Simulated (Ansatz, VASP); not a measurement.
This is a calculation of Te2Mo for VASP 6.6.1.

INCAR

```
PREC     = Accurate       # precision mode
ENCUT    = 500            # plane-wave cutoff, eV
EDIFF    = 1E-6           # SCF threshold, eV
ISMEAR   = -1             # smearing method
SIGMA    = 0.05           # smearing width, eV
LREAL    = False          # projectors in reciprocal space
LASPH    = True           # aspherical terms in the spheres
NELM     = 80             # most SCF steps
ALGO     = Normal         # electronic algorithm
ISIF     = 2              # what is computed and relaxed
LWAVE    = False          # write WAVECAR
LCHARG   = False          # write CHGCAR
LMAXMIX  = 4              # l up to which the mixer works
GGA      = PE             # functional
NBANDS   = 27             # bands
```

The input KPOINTS:

```
Automatic mesh
0
Gamma
  9 9 2
```

POSCAR

```
Te2Mo
1.0
    3.5182000000      0.0000000000      0.0000000000
   -1.7591000000      3.0468505756      0.0000000000
    0.0000000000      0.0000000000     13.9736000000
Te Mo
4 2
Direct
    0.6666666667      0.3333333333      0.3790000000
    0.3333333333      0.6666666667      0.8790000000
    0.6666666667      0.3333333333      0.1210000000
    0.3333333333      0.6666666667      0.6210000000
    0.6666666667      0.3333333333      0.7500000000
    0.3333333333      0.6666666667      0.2500000000
```

KPOINTS_OPT

```
path GMKGALHA,LM,KH
15
line-mode
reciprocal
 0.0000000000  0.0000000000  0.0000000000  G
 0.5000000000  0.0000000000  0.0000000000  M

 0.5000000000  0.0000000000  0.0000000000  M
 0.3333333333  0.3333333333  0.0000000000  K

 0.3333333333  0.3333333333  0.0000000000  K
 0.0000000000  0.0000000000  0.0000000000  G

 0.0000000000  0.0000000000  0.0000000000  G
 0.0000000000  0.0000000000  0.5000000000  A

 0.0000000000  0.0000000000  0.5000000000  A
 0.5000000000  0.0000000000  0.5000000000  L

 0.5000000000  0.0000000000  0.5000000000  L
 0.3333333333  0.3333333333  0.5000000000  H

 0.3333333333  0.3333333333  0.5000000000  H
 0.0000000000  0.0000000000  0.5000000000  A

 0.5000000000  0.0000000000  0.5000000000  L
 0.5000000000  0.0000000000  0.0000000000  M

 0.3333333333  0.3333333333  0.0000000000  K
 0.3333333333  0.3333333333  0.5000000000  H
```

Potentials or basis: VASP PAW PBE potentials, release 54 (Te, Mo).

Command:

```sh
$ cat potpaw_PBE.54/Te/POTCAR potpaw_PBE.54/Mo/POTCAR > POTCAR
$ mpirun -np 1 vasp_std > vasp.out
```

Problem. Translate it to Ansatz 0.2.0. Potentials there: Ansatz PAW.

Solution. As run (the cutoff follows the program's own potentials):

File input.yaml:

```yaml
crystal:
  lattice:
    - [3.5182, 0.0, 0.0]
    - [-1.7591, 3.0468505756, 0.0]
    - [0.0, 0.0, 13.9736]
  atoms:
    - { symbol: Te, position: [0.6666666667, 0.3333333333, 0.379] }
    - { symbol: Te, position: [0.3333333333, 0.6666666667, 0.879] }
    - { symbol: Te, position: [0.6666666667, 0.3333333333, 0.121] }
    - { symbol: Te, position: [0.3333333333, 0.6666666667, 0.621] }
    - { symbol: Mo, position: [0.6666666667, 0.3333333333, 0.75] }
    - { symbol: Mo, position: [0.3333333333, 0.6666666667, 0.25] }
hamiltonian:
  xc: pbe
  pseudopotentials: { kind: paw }
kpoints:
  mp_grid: { grid: [9, 9, 2] }
  band_path:
    path:
      - [[0.0, 0.0, 0.0], [0.5, 0.0, 0.0], [0.3333333333, 0.3333333333, 0.0], [0.0, 0.0, 0.0], [0.0, 0.0, 0.5], [0.5, 0.0, 0.5], [0.3333333333, 0.3333333333, 0.5], [0.0, 0.0, 0.5]]
      - [[0.5, 0.0, 0.5], [0.5, 0.0, 0.0]]
      - [[0.3333333333, 0.3333333333, 0.0], [0.3333333333, 0.3333333333, 0.5]]
    npoints: 14
scf:
  occupations: { method: fermi_dirac, width: 0.05 }
  n_extra_bands: 15
output:
  forces: true
  stress: true
  eigenvalues: true
  fatbands: false
```

Potentials or basis: Ansatz PAW.

Command:

```console
$ ansatz run input.yaml --threads 2 --pin off --max-ram 5632MiB --backend cpu --events-out ev --progress --plain --runs-dir out
```

Both were run:

|  | VASP | Ansatz | Ansatz less VASP |
| --- | --- | --- | --- |
| gap on the k mesh at the Fermi level (eV) | 0.78 | 0.78 | -0.002 |
| least direct gap on the mesh (eV) | 1.03 | 1.04 | +0.008 |
| gap along the band path (eV) | 0.72 | 0.71 | -0.005 |
| pressure (GPa) | 2.5 | 2.9 | +0.43 |
| traceless stress, the component that is largest in VASP (GPa) | 0.39 | 0.46 | +0.068 |
| rms of the force components (eV/Å) | 0.056 | 0.082 | +0.0267 |

Atom by atom the forces differ by 0.027 eV/Å (rms over components). VASP's potentials hold 36 valence electrons a cell and Ansatz's 92, so a difference there can come from the potentials and not from the codes.

Spin-orbit coupling is off throughout. Noted on Ansatz's run: the k mesh misses the band edges, so the gap on the mesh is wider than the one along the path.
